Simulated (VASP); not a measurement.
# Mn (Fm-3m) in VASP: notebook

The runs below take Mn through single point, with revPBE.

Everything below comes from runs of VASP 6.6.1. Logs are shortened: lines on timing, memory, paths and dates and some standing lists are left out, and cuts for length are marked.

### Step 1. The cell of the first run

It takes space group Fm-3m (No. 225, cubic). Conventional cell: a = 3.521 Å, b = 3.521 Å, c = 3.521 Å, α = 90.00°, β = 90.00°, γ = 90.00°. Mn (site symmetry m-3m) has 12 Mn at 2.49 Å within 3.3 Å.

### Step 2. Single point, revPBE

INCAR reads:

```
SYSTEM = Mn
ALGO = Normal
EDIFF = 1E-7
ENCUT = 520
GGA = RE
ISIF = 2
ISMEAR = -1
LASPH = .TRUE.
LCHARG = .FALSE.
LREAL = .FALSE.
LWAVE = .FALSE.
NBANDS = 12
NELM = 100
PREC = Accurate
SIGMA = 0.1
```

KPOINTS reads:

```
k-points
0
G
  15 15 15
  0 0 0
```

POSCAR reads:

```
Mn
1.0
    0.0000000000      1.7604696462      1.7604696462
    1.7604696462      0.0000000000      1.7604696462
    1.7604696462      1.7604696462      0.0000000000
Mn
1
Direct
    0.0000000000      0.0000000000      0.0000000000
```

Potentials or basis: VASP PAW PBE potentials, release 64 (Mn_pv).

The run is started by

```sh
$ cat potpaw_PBE.64/Mn_pv/POTCAR > POTCAR
$ mpirun -np 1 vasp_std > vasp.out
```

OUTCAR:

```text
SYSTEM = Mn
   EDIFF = 1E-7
   ENCUT = 520
   GGA = RE
   ISIF = 2
   ISMEAR = -1
   LASPH = .TRUE.
   LREAL = .FALSE.
   NELM = 100
   PREC = Accurate

 ion  position               nearest neighbor table
   1  0.000  0.000  0.000-

  LATTYP: Found a face centered cubic cell.
 ALAT       =     3.5209392924

  Lattice vectors:

 A1 = (   0.0000000000,   1.7604696462,   1.7604696462)
 A2 = (   1.7604696462,   0.0000000000,   1.7604696462)
 A3 = (   1.7604696462,   1.7604696462,   0.0000000000)

Analysis of symmetry for initial positions (statically):
=====================================================================
 Subroutine PRICEL returns:
 Original cell was already a primitive cell.

 Routine SETGRP: Setting up the symmetry group for a
 face centered cubic supercell.

 Subroutine GETGRP returns: Found 48 space group operations
 (whereof 48 operations were pure point group operations)
 out of a pool of 48 trial point group operations.

The static configuration has the point symmetry O_h .

Analysis of symmetry for dynamics (positions and initial velocities):
=====================================================================
 Subroutine PRICEL returns:
 Original cell was already a primitive cell.

 Routine SETGRP: Setting up the symmetry group for a
 face centered cubic supercell.

 Subroutine GETGRP returns: Found 48 space group operations
 (whereof 48 operations were pure point group operations)
 out of a pool of 48 trial point group operations.

The dynamic configuration has the point symmetry O_h .

 Subroutine INISYM returns: Found 48 space group operations
 (whereof 48 operations are pure point group operations),
 and found     1 'primitive' translations

----------------------------------------------------------------------------------------

                                     Primitive cell

  volume of cell :      10.9123

  direct lattice vectors                    reciprocal lattice vectors
     0.000000000  1.760469646  1.760469646    -0.284015121  0.284015121  0.284015121
     1.760469646  0.000000000  1.760469646     0.284015121 -0.284015121  0.284015121
     1.760469646  1.760469646  0.000000000     0.284015121  0.284015121 -0.284015121

  length of vectors
     2.489680050  2.489680050  2.489680050     0.491928620  0.491928620  0.491928620

  position of ions in fractional coordinates (direct lattice)
     0.000000000  0.000000000  0.000000000

  ion indices of the primitive-cell ions
   primitive index   ion index
                 1           1

----------------------------------------------------------------------------------------

 KPOINTS: k-points

Automatic generation of k-mesh.
 Grid dimensions read from file:
 generate k-points for:   15   15   15

 Generating k-lattice:

  Cartesian coordinates                     Fractional coordinates (reciprocal lattice)
    -0.018934341  0.018934341  0.018934341     0.066666667  0.000000000  0.000000000
     0.018934341 -0.018934341  0.018934341     0.000000000  0.066666667  0.000000000
     0.018934341  0.018934341 -0.018934341     0.000000000  0.000000000  0.066666667

  Length of vectors
     0.032795241  0.032795241  0.032795241

  Shift w.r.t. Gamma in fractional coordinates (k-lattice)
     0.000000000  0.000000000  0.000000000

 Subroutine IBZKPT returns following result:
 ===========================================

 Found    120 irreducible k-points:

 Following reciprocal coordinates:
            Coordinates               Weight
  0.000000  0.000000  0.000000      1.000000
  0.066667  0.000000  0.000000      8.000000
  0.133333  0.000000  0.000000      8.000000
  0.200000  0.000000  0.000000      8.000000
  0.266667  0.000000  0.000000      8.000000
  0.333333  0.000000  0.000000      8.000000
[... 16 lines left out ...]
  0.133333  0.133333  0.000000      6.000000
  0.200000  0.133333  0.000000     24.000000
 [... further k-points ...]
   k-points           NKPTS =    120   k-points in BZ     NKDIM =    120   number of bands    NBANDS=     12
   number of dos      NEDOS =    301   number of ions     NIONS =      1
   total plane-waves  NPLWV =   8000
   dimension x,y,z NGX =    20 NGY =   20 NGZ =   20
   dimension x,y,z NGXF=    40 NGYF=   40 NGZF=   40
   ions per type =               1
   NGX,Y,Z   is equivalent  to a cutoff of  13.35, 13.35, 13.35 a.u.
   NGXF,Y,Z  is equivalent  to a cutoff of  26.71, 26.71, 26.71 a.u.
 SYSTEM =  Mn
   PREC   = accura    normal or accurate (medium, high low for compatibility)
   ISTART =      0    job   : 0-new  1-cont  2-samecut
   ICHARG =      2    charge: 1-file 2-atom 10-const
   ISPIN  =      1    spin polarized calculation?
   LNONCOLLINEAR =      F non collinear calculations
   LSORBIT =      F    spin-orbit coupling
   LASPH  =      T    aspherical Exc in radial PAW
   ENCUT  =  520.0 eV  38.22 Ry    6.18 a.u.   4.63  4.63  4.63*2*pi/ulx,y,z
   NELM   =    100;   NELMIN=  2; NELMDL= -5     # of ELM steps
   EDIFF  = 0.1E-06   stopping-criterion for ELM
   LREAL  =      F    real-space projection
   EDIFFG = 0.1E-05   stopping-criterion for IOM
   NSW    =      0    number of steps for IOM
   IBRION =     -1    ionic relax: 0-MD 1-quasi-New 2-CG
   NFREE  =      0    steps in history (QN), initial steepest desc. (CG)
   ISIF   =      2    stress and relaxation
   ISYM   =      2    0-nonsym 1-usesym 2-fastsym
   POTIM  = 0.5000    time-step for ionic-motion
   TEBEG  =    0.0;   TEEND  =   0.0 temperature during run
   PSTRESS=    0.0 pullay stress
   NELECT =      13.0000    total number of electrons
   NUPDOWN=      -1.0000    fix difference up-down
   EMIN   =  10.00;   EMAX   =-10.00  energy-range for DOS
   EFERMI =   0.00;   METHOD = LEGACY
   ISMEAR =    -1;   SIGMA  =   0.10  broadening in eV -4-tet -1-fermi 0-gaus
   EFERMI_NEDOS =   21; number of points for ismear=-14 and -15
   IALGO  =     38    algorithm
   IMIX   =      4    mixing-type and parameters
     AMIX     =   0.40;   BMIX     =  1.00
     AMIX_MAG =   1.60;   BMIX_MAG =  1.00
  volume/ion in A,a.u.               =      10.91        73.64
  Fermi-wavevector in a.u.,A,eV,Ry     =   1.735471  3.279565 40.978846  3.011860
  Thomas-Fermi vector in A             =   2.809070
   LORBIT       =      0    0 simple, 1 ext, 2 COOP (PROOUT), +10 PAW based schemes
   GGA     = RE    functional components
   LHFCALC =     F    Hartree Fock is set to
   AEXX    =    0.0000 exact exchange contribution
   IVDW    =     0    specifies the selected vdW correction
   LEPSILON=     F    determine dielectric tensor
   LRPA    =     F    only Hartree local field effects (RPA)
 non-spin polarized calculation
  energy-cutoff  :      520.00
  volume of cell :       10.91
 maximum number of plane-waves:       304
   NGX =  9   NGY =  9   NGZ =  9

 number of electron      12.9999988 magnetization

 Free energy of the ion-electron system (eV)
  ---------------------------------------------------
  ext. energy  EPLUGINS =         0.00000000
  ---------------------------------------------------
  free energy    TOTEN  =        -8.51058308 eV

  energy without entropy =       -8.46071864  energy(sigma->0) =       -8.48565086

 E-fermi :  10.3710     XC(G=0): -13.8394

 val. band max:       10.3680099458   @ k =  -0.2000   0.2000   0.0000
 cond. band min:      10.3802272239   @ k =  -0.4667   0.2667   0.0667
 fundamental gap:      0.0122172781
 Fermi energy:        10.3710330953

 k-point     1 :       0.0000    0.0000    0.0000
  band No.  band energies     occupation
      1     -37.3419      2.00000
      2     -37.3419      2.00000
      3     -37.3419      2.00000
      4       2.1243      2.00000
      5       9.2527      1.99997
      6       9.2527      1.99997
      7       9.2527      1.99997
      8      10.9079      0.00927
      9      10.9079      0.00927
     10      31.6373      0.00000
     11      37.3762      0.00000
     12      37.3762      0.00000

 k-point     2 :       0.0667    0.0000    0.0000
  band No.  band energies     occupation
      1     -37.3739      2.00000
      2     -37.3460      2.00000
      3     -37.3460      2.00000
      4       2.3100      2.00000
      5       9.1745      1.99999
      6       9.3101      1.99995
      7       9.3101      1.99995
      8      10.8782      0.01247
      9      10.8782      0.01247
     10      31.6198      0.00000
     11      35.6949      0.00000
     12      37.3802      0.00000

 k-point     3 :       0.1333    0.0000    0.0000
  band No.  band energies     occupation
      1     -37.4639      2.00000
      2     -37.3577      2.00000
      3     -37.3577      2.00000
      4       2.8476      2.00000
      5       8.9739      2.00000
      6       9.4470      1.99981
      7       9.4470      1.99981
      8      10.8264      0.02083
      9      10.8265      0.02083
     10      30.9774      0.00000
     11      33.5286      0.00000
     12      37.3822      0.00000

 k-point     4 :       0.2000    0.0000    0.0000
  band No.  band energies     occupation
      1     -37.5951      2.00000
      2     -37.3747      2.00000
      3     -37.3747      2.00000
      4       3.6696      2.00000
      5       8.7499      2.00000
      6       9.5510      1.99945
      7       9.5511      1.99945
      8      10.8689      0.01367
      9      10.8689      0.01367
     10      28.6870      0.00000
     11      32.7272      0.00000
     12      37.3538      0.00000

 k-point     5 :       0.2667    0.0000    0.0000
  band No.  band energies     occupation
      1     -37.7440      2.00000
      2     -37.3943      2.00000
      3     -37.3943      2.00000
      4       4.6214      2.00000
      5       8.6758      2.00000
      6       9.5118      1.99963
      7       9.5118      1.99963
      8      11.1087      0.00125
      9      11.1087      0.00125
     10      25.9096      0.00000
     11      32.1282      0.00000
     12      37.2486      0.00000

 k-point     6 :       0.3333    0.0000    0.0000
  band No.  band energies     occupation
      1     -37.8846      2.00000
      2     -37.4129      2.00000
      3     -37.4129      2.00000
      4       5.4093      2.00000
      5       9.0147      2.00000
      6       9.3744      1.99991
      7       9.3744      1.99991
      8      11.4728      0.00003
      9      11.4728      0.00003
     10      23.2382      0.00000
     11      31.4281      0.00000
     12      37.0083      0.00000

 k-point     7 :       0.4000    0.0000    0.0000
  band No.  band energies     occupation
      1     -37.9933      2.00000
      2     -37.4274      2.00000
      3     -37.4274      2.00000
      4       5.7942      2.00000
      5       9.2362      1.99998
      6       9.2362      1.99998
      7       9.8610      1.98789
      8      11.8144      0.00000
      9      11.8144      0.00000
     10      20.9380      0.00000
     11      30.8337      0.00000
     12      36.6470      0.00000

 k-point     8 :       0.4667    0.0000    0.0000
  band No.  band energies     occupation
      1     -38.0524      2.00000
      2     -37.4353      2.00000
      3     -37.4353      2.00000
      4       5.9002      2.00000
      5       9.1549      1.99999
      6       9.1549      1.99999
      7      10.6906      0.07865
      8      12.0177      0.00000
      9      12.0177      0.00000
     10      19.4576      0.00000
     11      30.5026      0.00000
     12      36.3626      0.00000
[... 166 lines left out ...]
 k-point    20 :      -0.2000    0.0667    0.0000
  band No.  band energies     occupation
      1     -37.6494      2.00000
      2     -37.4109      2.00000
      3     -37.3734      2.00000
      4       4.1287      2.00000
      5       8.6054      2.00000
      6       9.5412      1.99950
      7       9.6496      1.99853
      8      10.6481      0.11789
      9      11.2334      0.00036
     10      27.8737      0.00000
     11      31.8455      0.00000
     12      36.1522      0.00000

 k-point    21 :      -0.1333    0.0667    0.0000
  band No.  band energies     occupation
      1     -37.5163      2.00000
      2     -37.3874      2.00000
      3     -37.3572      2.00000
      4       3.2485      2.00000
      5       8.8097      2.00000
      6       9.5359      1.99953
      7       9.5580      1.99941
      8      10.6130      0.16343
      9      11.0122      0.00328
     10      30.4533      0.00000
     11      32.4715      0.00000
     12      36.3046      0.00000

 k-point    22 :      -0.0667    0.0667    0.0000
  band No.  band energies     occupation
      1     -37.4185      2.00000
      2     -37.3645      2.00000
      3     -37.3475      2.00000
      4       2.6131      2.00000
      5       9.0372      2.00000
      6       9.3935      1.99989
      7       9.4184      1.99985
      8      10.7449      0.04646
      9      10.9319      0.00731
     10      31.5118      0.00000
     11      34.2179      0.00000
     12      36.4693      0.00000

 k-point    23 :       0.1333    0.1333    0.0000
  band No.  band energies     occupation
      1     -37.4606      2.00000
      2     -37.3845      2.00000
      3     -37.3845      2.00000
      4       3.0812      2.00000
      5       8.7344      2.00000
      6       9.6344      1.99874
      7       9.6344      1.99874
      8      10.4313      0.70728
      9      11.0818      0.00164
     10      31.7186      0.00000
     11      34.0498      0.00000
     12      34.9788      0.00000

 k-point    24 :       0.2000    0.1333    0.0000
  band No.  band energies     occupation
      1     -37.5459      2.00000
      2     -37.4061      2.00000
      3     -37.4003      2.00000
      4       3.6851      2.00000
      5       8.4853      2.00000
      6       9.7523      1.99590
      7       9.8192      1.99200
      8      10.3393      1.15737
      9      11.1765      0.00064
     10      30.8420      0.00000
     11      32.4400      0.00000
     12      34.0700      0.00000

 [... further k-points ...]
[... 5 lines left out ...]
  --------------------------------------------------------------------------------------
  -------------------------------------------------------------------------------------
  Total        0.0006556      0.0006556      0.0006556      0.0000000      0.0000000      0.0000000
  in kB        0.0962521      0.0962521      0.0962521      0.0000000      0.0000000      0.0000000
  external PRESSURE =       0.0962521 kB  Pullay stress =       0.0000000 kB

 VOLUME and BASIS-vectors are now :
 -----------------------------------------------------------------------------
  energy-cutoff  :      520.00
  volume of cell :       10.91
      direct lattice vectors                 reciprocal lattice vectors
     0.000000000  1.760469646  1.760469646    -0.284015121  0.284015121  0.284015121
     1.760469646  0.000000000  1.760469646     0.284015121 -0.284015121  0.284015121
     1.760469646  1.760469646  0.000000000     0.284015121  0.284015121 -0.284015121

 POSITION                                       TOTAL-FORCE (eV/Angst)
 -----------------------------------------------------------------------------------
      0.00000      0.00000      0.00000         0.000000      0.000000      0.000000
 -----------------------------------------------------------------------------------
    total drift:                                0.000000      0.000000      0.000000

  FREE ENERGIE OF THE ION-ELECTRON SYSTEM (eV)
  ---------------------------------------------------
  free  energy   TOTEN  =        -8.5105830794 eV

  energy  without entropy=       -8.4607186364  energy(sigma->0) =       -8.48565086
```

It took 27 s on 1 thread of Intel Xeon Platinum 8175M at 2.50GHz (Skylake/Cascade Lake), shared host; peak memory 0.13 GiB.

What came out:

| Item | Value |
| --- | --- |
| Free energy | -8.5106 eV |
| Pressure | 0.0 GPa |

Caveat: the PAW data sets were made with another functional, which shifts forces and pressure a little; the run has no spin polarisation, though such a crystal can be magnetic.

### Step 3. Single point, revPBE (volume scaled by 0.88)

INCAR reads:

```
SYSTEM = Mn
  PREC = Accurate
  ENCUT = 520
  EDIFF = 1E-7
  ISMEAR = -1
  SIGMA = 0.1
  LREAL = .FALSE.
  LASPH = .TRUE.
  NELM = 80
  ALGO = Normal
  ISIF = 2
  LWAVE = .FALSE.
  LCHARG = .FALSE.
  GGA = RE
  NBANDS = 12
```

KPOINTS reads:

```
Automatic mesh
0
G
  17 17 17
  0 0 0
```

POSCAR reads:

```
Mn
1.0
    0.0000000000      1.6870298441      1.6870298441
    1.6870298441      0.0000000000      1.6870298441
    1.6870298441      1.6870298441      0.0000000000
Mn
1
Direct
    0.0000000000      0.0000000000      0.0000000000
```

Potentials or basis: VASP PAW PBE potentials, release 64 (Mn_pv).

The run is started by

```sh
$ cat potpaw_PBE.64/Mn_pv/POTCAR > POTCAR
$ mpirun -np 1 vasp_std > vasp.out
```

Wall time 25 s (1 thread of Intel Xeon Platinum 8175M at 2.50GHz (Skylake/Cascade Lake), shared host); peak memory 0.13 GiB.

Results (log left out):

```yaml
Free_energy: -8.3433 eV
Pressure: 45.5 GPa
```

Levels at points of the mesh, in eV from the Fermi level:
```
           k point  band 3  band 4  band 5  band 6  band 7  band 8  band 9  band 10  band 11  band 12
(0.00, 0.00, 0.00)  -47.61   -8.80   -1.35   -1.35   -1.35    0.64    0.64    22.12    28.74    28.74
```

Caveat: the PAW data sets were made with another functional, which shifts forces and pressure a little; the run has no spin polarisation, though such a crystal can be magnetic. Spin polarisation is off, so any magnetic state and its effect on volume and gap are missing.

### Step 4. Single point, revPBE (volume scaled by 0.92)

INCAR reads:

```
  PREC = Accurate
  ENCUT = 520
  EDIFF = 1E-6
  ISMEAR = -1
  SIGMA = 0.1
  LREAL = False
  LASPH = True
  NELM = 100
  ALGO = Normal
  ISIF = 2
  LWAVE = False
  LCHARG = False
  GGA = RE
  NBANDS = 12
```

KPOINTS reads:

```
Automatic mesh
0
Gamma
  17 17 17
```

POSCAR reads:

```
Mn
1.0
    0.0000000000      1.7122131068      1.7122131068
    1.7122131068      0.0000000000      1.7122131068
    1.7122131068      1.7122131068      0.0000000000
Mn
1
Direct
    0.0000000000      0.0000000000      0.0000000000
```

The run is started by

```sh
$ cat potpaw_PBE.64/Mn_pv/POTCAR > POTCAR
$ mpirun -np 1 vasp_std > vasp.out
```

Run time: 23 s. Hardware: 1 thread of Intel Xeon Platinum 8175M at 2.50GHz (Skylake/Cascade Lake), shared host; peak memory 0.13 GiB.

The run converged. Its results:

| Property | Result |
| --- | --- |
| Free energy | -8.4413 eV |
| Pressure | 26.9 GPa |

Levels at points of the mesh, in eV from the Fermi level:
| k point | band 4 | band 5 | band 6 | band 7 | band 8 | band 9 | band 10 | band 11 |
| --- | --- | --- | --- | --- | --- | --- | --- | --- |
| (0.00, 0.00, 0.00) | -8.61 | -1.26 | -1.26 | -1.26 | 0.61 | 0.61 | 21.83 | 28.14 |

Caveat: the PAW data sets were made with another functional, which shifts forces and pressure a little; the run has no spin polarisation, though such a crystal can be magnetic.

### Step 5. Summary

```csv
cell,k mesh,gap on the mesh (eV),pressure (GPa)
"a = 2.490 Å, angles 60.0°, 1 atom",15 × 15 × 15,none,0.0
"a = 2.386 Å, angles 60.0°, 1 atom",17 × 17 × 17,none,45.5
"a = 2.421 Å, angles 60.0°, 1 atom",17 × 17 × 17,none,26.9
```

Alike in all rows: task single point; level revPBE; potentials or basis VASP PAW PBE potentials, release 64 (Mn_pv); no spin polarisation; cutoff (eV) 520; smearing fermi-dirac 0.1 eV.

Caveats: the PAW data sets were made with another functional, which shifts forces and pressure a little; the run has no spin polarisation, though such a crystal can be magnetic.

Total energies depend on the potentials used, so only differences within one code and one set of settings carry meaning.
